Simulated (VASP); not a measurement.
# Si (Fd-3m) in VASP: notebook, part 2 of 2

VASP 6.6.1. The steps go on from the part before.

**5. Single point, PBEsol**

This run uses another cell than the first one, of 18.79 Å³/atom, 1.024 times its volume.

INCAR

```
SYSTEM = Si
ALGO = Normal ; EDIFF = 1E-6
ENCUT = 520 ; GGA = PS
ISIF = 2 ; ISMEAR = 0
LASPH = .TRUE. ; LCHARG = .FALSE.
LREAL = .FALSE. ; LWAVE = .FALSE.
NBANDS = 11 ; NELM = 60
PREC = Accurate ; SIGMA = 0.01
```

KPOINTS

```
k-points
0
G
  8 8 8
  0 0 0
```

POSCAR

```
Si
1.0
    0.0000000000      2.6587691374      2.6587691374
    2.6587691374      0.0000000000      2.6587691374
    2.6587691374      2.6587691374      0.0000000000
Si
2
Direct
    0.2500000000      0.2500000000      0.2500000000
    0.0000000000      0.0000000000      0.0000000000
```

Potentials or basis: VASP PAW PBE potentials, release 64 (Si).

Run with:

```bash
$ cat potpaw_PBE.64/Si/POTCAR > POTCAR
$ mpirun -np 1 vasp_std > vasp.out
```

OUTCAR:

```text
SYSTEM = Si
   EDIFF = 1E-6
   ENCUT = 520
   GGA = PS
   ISIF = 2
   ISMEAR = 0
   LASPH = .TRUE.
   LREAL = .FALSE.
   NELM = 60
   PREC = Accurate

 ion  position               nearest neighbor table
   1  0.250  0.250  0.250-   2 2.30   2 2.30   2 2.30   2 2.30
   2  0.000  0.000  0.000-   1 2.30   1 2.30   1 2.30   1 2.30

  LATTYP: Found a face centered cubic cell.
 ALAT       =     5.3175382748

  Lattice vectors:

 A1 = (   0.0000000000,   2.6587691374,   2.6587691374)
 A2 = (   2.6587691374,   0.0000000000,   2.6587691374)
 A3 = (   2.6587691374,   2.6587691374,   0.0000000000)

Analysis of symmetry for initial positions (statically):
=====================================================================
 Subroutine PRICEL returns:
 Original cell was already a primitive cell.

 Routine SETGRP: Setting up the symmetry group for a
 face centered cubic supercell.

 Subroutine GETGRP returns: Found 48 space group operations
 (whereof 24 operations were pure point group operations)
 out of a pool of 48 trial point group operations.

The static configuration has the point symmetry T_d .
 The point group associated with its full space group is O_h .

Analysis of symmetry for dynamics (positions and initial velocities):
=====================================================================
 Subroutine PRICEL returns:
 Original cell was already a primitive cell.

 Routine SETGRP: Setting up the symmetry group for a
 face centered cubic supercell.

 Subroutine GETGRP returns: Found 48 space group operations
 (whereof 24 operations were pure point group operations)
 out of a pool of 48 trial point group operations.

The dynamic configuration has the point symmetry T_d .
 The point group associated with its full space group is O_h .

 Subroutine INISYM returns: Found 48 space group operations
 (whereof 24 operations are pure point group operations),
 and found     1 'primitive' translations

----------------------------------------------------------------------------------------

                                     Primitive cell

  volume of cell :      37.5900

  direct lattice vectors                    reciprocal lattice vectors
     0.000000000  2.658769137  2.658769137    -0.188056944  0.188056944  0.188056944
     2.658769137  0.000000000  2.658769137     0.188056944 -0.188056944  0.188056944
     2.658769137  2.658769137  0.000000000     0.188056944  0.188056944 -0.188056944

  length of vectors
     3.760067373  3.760067373  3.760067373     0.325724183  0.325724183  0.325724183

  position of ions in fractional coordinates (direct lattice)
     0.250000000  0.250000000  0.250000000
     0.000000000  0.000000000  0.000000000

  ion indices of the primitive-cell ions
   primitive index   ion index
                 1           1
                 2           2

----------------------------------------------------------------------------------------

 KPOINTS: k-points

Automatic generation of k-mesh.
 Grid dimensions read from file:
 generate k-points for:    8    8    8

 Generating k-lattice:

  Cartesian coordinates                     Fractional coordinates (reciprocal lattice)
    -0.023507118  0.023507118  0.023507118     0.125000000  0.000000000  0.000000000
     0.023507118 -0.023507118  0.023507118     0.000000000  0.125000000  0.000000000
     0.023507118  0.023507118 -0.023507118     0.000000000  0.000000000  0.125000000

  Length of vectors
     0.040715523  0.040715523  0.040715523

  Shift w.r.t. Gamma in fractional coordinates (k-lattice)
     0.000000000  0.000000000  0.000000000

 Subroutine IBZKPT returns following result:
 ===========================================

 Found     29 irreducible k-points:

 Following reciprocal coordinates:
            Coordinates               Weight
  0.000000  0.000000  0.000000      1.000000
  0.125000  0.000000  0.000000      8.000000
  0.250000  0.000000  0.000000      8.000000
  0.375000  0.000000  0.000000      8.000000
  0.500000  0.000000  0.000000      4.000000
  0.125000  0.125000  0.000000      6.000000
[... 16 lines left out ...]
  0.500000  0.250000  0.125000     48.000000
 -0.375000  0.250000  0.125000     24.000000
 [... further k-points ...]
   k-points           NKPTS =     29   k-points in BZ     NKDIM =     29   number of bands    NBANDS=     11
   number of dos      NEDOS =    301   number of ions     NIONS =      2
   total plane-waves  NPLWV =  21952
   dimension x,y,z NGX =    28 NGY =   28 NGZ =   28
   dimension x,y,z NGXF=    56 NGYF=   56 NGZF=   56
   ions per type =               2
   NGX,Y,Z   is equivalent  to a cutoff of  12.38, 12.38, 12.38 a.u.
   NGXF,Y,Z  is equivalent  to a cutoff of  24.76, 24.76, 24.76 a.u.
 SYSTEM =  Si
   PREC   = accura    normal or accurate (medium, high low for compatibility)
   ISTART =      0    job   : 0-new  1-cont  2-samecut
   ICHARG =      2    charge: 1-file 2-atom 10-const
   ISPIN  =      1    spin polarized calculation?
   LNONCOLLINEAR =      F non collinear calculations
   LSORBIT =      F    spin-orbit coupling
   LASPH  =      T    aspherical Exc in radial PAW
   ENCUT  =  520.0 eV  38.22 Ry    6.18 a.u.   6.99  6.99  6.99*2*pi/ulx,y,z
   NELM   =     60;   NELMIN=  2; NELMDL= -5     # of ELM steps
   EDIFF  = 0.1E-05   stopping-criterion for ELM
   LREAL  =      F    real-space projection
   EDIFFG = 0.1E-04   stopping-criterion for IOM
   NSW    =      0    number of steps for IOM
   IBRION =     -1    ionic relax: 0-MD 1-quasi-New 2-CG
   NFREE  =      0    steps in history (QN), initial steepest desc. (CG)
   ISIF   =      2    stress and relaxation
   ISYM   =      2    0-nonsym 1-usesym 2-fastsym
   POTIM  = 0.5000    time-step for ionic-motion
   TEBEG  =    0.0;   TEEND  =   0.0 temperature during run
   PSTRESS=    0.0 pullay stress
   NELECT =       8.0000    total number of electrons
   NUPDOWN=      -1.0000    fix difference up-down
   EMIN   =  10.00;   EMAX   =-10.00  energy-range for DOS
   EFERMI =   0.00;   METHOD = LEGACY
   ISMEAR =     0;   SIGMA  =   0.01  broadening in eV -4-tet -1-fermi 0-gaus
   EFERMI_NEDOS =   21; number of points for ismear=-14 and -15
   IALGO  =     38    algorithm
   IMIX   =      4    mixing-type and parameters
     AMIX     =   0.40;   BMIX     =  1.00
     AMIX_MAG =   1.60;   BMIX_MAG =  1.00
  volume/ion in A,a.u.               =      18.79       126.83
  Fermi-wavevector in a.u.,A,eV,Ry     =   0.977419  1.847054 12.998303  0.955348
  Thomas-Fermi vector in A             =   2.108115
   LORBIT       =      0    0 simple, 1 ext, 2 COOP (PROOUT), +10 PAW based schemes
   GGA     = PS    functional components
   LHFCALC =     F    Hartree Fock is set to
   AEXX    =    0.0000 exact exchange contribution
   IVDW    =     0    specifies the selected vdW correction
   LEPSILON=     F    determine dielectric tensor
   LRPA    =     F    only Hartree local field effects (RPA)
 non-spin polarized calculation
 Gauss-broadening in eV      SIGMA  =   0.01
  energy-cutoff  :      520.00
  volume of cell :       37.59
 maximum number of plane-waves:      1036
   NGX = 13   NGY = 13   NGZ = 13

 number of electron       8.0000000 magnetization

 Free energy of the ion-electron system (eV)
  ---------------------------------------------------
  ext. energy  EPLUGINS =         0.00000000
  ---------------------------------------------------
  free energy    TOTEN  =       -11.43520095 eV

  energy without entropy =      -11.43520095  energy(sigma->0) =      -11.43520095

 E-fermi :   6.5615     XC(G=0):  -9.7971

 val. band max:        6.4504819742   @ k =   0.0000   0.0000   0.0000
 cond. band min:       6.8444732630   @ k =   0.3750   0.3750   0.0000
 fundamental gap:      0.3939912888
 Fermi energy:         6.5614934266

 k-point     1 :       0.0000    0.0000    0.0000
  band No.  band energies     occupation
      1      -5.9888      2.00000
      2       6.4505      2.00000
      3       6.4505      2.00000
      4       6.4505      2.00000
      5       8.9896      0.00000
      6       8.9896      0.00000
      7       8.9896      0.00000
      8      10.5107      0.00000
      9      14.1691      0.00000
     10      14.1691      0.00000
     11      14.4238      0.00000
[... 309 lines left out ...]
 k-point    24 :      -0.3750    0.2500    0.1250
  band No.  band energies     occupation
      1      -2.9058      2.00000
      2      -0.6148      2.00000
      3       2.7820      2.00000
      4       4.1210      2.00000
      5       9.4379      0.00000
      6       9.5750      0.00000
      7      12.4906      0.00000
      8      13.6687      0.00000
      9      14.0465      0.00000
     10      17.1505      0.00000
     11      18.5370      0.00000

 [... further k-points ...]
[... 5 lines left out ...]
  --------------------------------------------------------------------------------------
  -------------------------------------------------------------------------------------
  Total        1.6714578      1.6714578      1.6714578     -0.0000000      0.0000000      0.0000000
  in kB       71.2416731     71.2416731     71.2416731     -0.0000000      0.0000000      0.0000000
  external PRESSURE =      71.2416731 kB  Pullay stress =       0.0000000 kB

 VOLUME and BASIS-vectors are now :
 -----------------------------------------------------------------------------
  energy-cutoff  :      520.00
  volume of cell :       37.59
      direct lattice vectors                 reciprocal lattice vectors
     0.000000000  2.658769137  2.658769137    -0.188056944  0.188056944  0.188056944
     2.658769137  0.000000000  2.658769137     0.188056944 -0.188056944  0.188056944
     2.658769137  2.658769137  0.000000000     0.188056944  0.188056944 -0.188056944

 POSITION                                       TOTAL-FORCE (eV/Angst)
 -----------------------------------------------------------------------------------
      1.32938      1.32938      1.32938        -0.000000     -0.000000     -0.000000
      0.00000      0.00000      0.00000         0.000000      0.000000      0.000000
 -----------------------------------------------------------------------------------
    total drift:                                0.000000      0.000000     -0.000000

  FREE ENERGIE OF THE ION-ELECTRON SYSTEM (eV)
  ---------------------------------------------------
  free  energy   TOTEN  =       -11.4352009511 eV

  energy  without entropy=      -11.4352009511  energy(sigma->0) =      -11.43520095
```

OSZICAR:

```text
N       E                     dE             d eps       ncg     rms          rms(c)
DAV:   1     0.666723768346E+01    0.66672E+01   -0.32740E+03   638   0.567E+02
DAV:   2    -0.111052074654E+02   -0.17772E+02   -0.16840E+02   854   0.853E+01
DAV:   3    -0.116961744407E+02   -0.59097E+00   -0.58891E+00   788   0.129E+01
DAV:   4    -0.117007439366E+02   -0.45695E-02   -0.45687E-02   772   0.146E+00
DAV:   5    -0.117007850648E+02   -0.41128E-04   -0.41127E-04   786   0.130E-01    0.540E+00
DAV:   6    -0.115154480606E+02    0.18534E+00   -0.10756E-01   713   0.132E+00    0.325E+00
DAV:   7    -0.114346133864E+02    0.80835E-01   -0.18303E-01   716   0.180E+00    0.246E-01
DAV:   8    -0.114351356420E+02   -0.52226E-03   -0.67991E-03   725   0.465E-01    0.891E-02
DAV:   9    -0.114351913728E+02   -0.55731E-04   -0.96074E-05   805   0.652E-02    0.607E-02
DAV:  10    -0.114352012575E+02   -0.98847E-05   -0.12242E-05   731   0.186E-02    0.881E-03
DAV:  11    -0.114352009511E+02    0.30644E-06   -0.75882E-07   678   0.432E-03
   1 F= -.11435201E+02 E0= -.11435201E+02  d E =-.997237E-58
```

stdout:

```text
POSCAR found type information on POSCAR Si
 POSCAR found :  1 types and       2 ions
 scaLAPACK will be used
 -----------------------------------------------------------------------------
|                                                                             |
|                                                                             |
|     You enforced a specific xc type in the INCAR file but a different       |
|     I HOPE YOU KNOW WHAT YOU ARE DOING!                                     |
|                                                                             |
 -----------------------------------------------------------------------------

 LDA part: xc-table for (Slater+PW92), standard interpolation
 POSCAR, INCAR and KPOINTS ok, starting setup
 FFT: planning ... GRIDC
 FFT: planning ... GRID_SOFT
 FFT: planning ... GRID
 WAVECAR not read
 entering main loop
```

Run time: 4.2 s. Hardware: 1 thread of Intel Xeon 6975P-C (Granite Rapids), shared host; peak memory 0.14 GiB.

What came out:

| Quantity | Value |
| --- | --- |
| Free energy | -11.4352 eV |
| Pressure | 7.1 GPa |
| Band gap on the k mesh | 0.39 eV, indirect (least direct gap 2.54 eV) |

Caveat: the PAW data sets were made with another functional, which shifts forces and pressure a little. A k mesh can miss the band edges.

**6. The runs side by side**

| cell | gap on the mesh (eV) | pressure (GPa) |
| --- | --- | --- |
| a = 3.731 Å, angles 60.0°, 2 atoms | 0.35 | 10.1 |
| a = 3.687 Å, angles 60.0°, 2 atoms | 0.28 | 15.2 |
| a = 3.792 Å, angles 60.0°, 2 atoms | 0.44 | 4.2 |
| a = 3.760 Å, angles 60.0°, 2 atoms | 0.39 | 7.1 |

Alike in all rows: task single point; level PBEsol; potentials or basis VASP PAW PBE potentials, release 64 (Si); no spin polarisation; k mesh 8 × 8 × 8; cutoff (eV) 520; smearing gaussian 0.01 eV.

Caveats: the PAW data sets were made with another functional, which shifts forces and pressure a little.

Absolute energies hang on the potentials; compare differences alone.
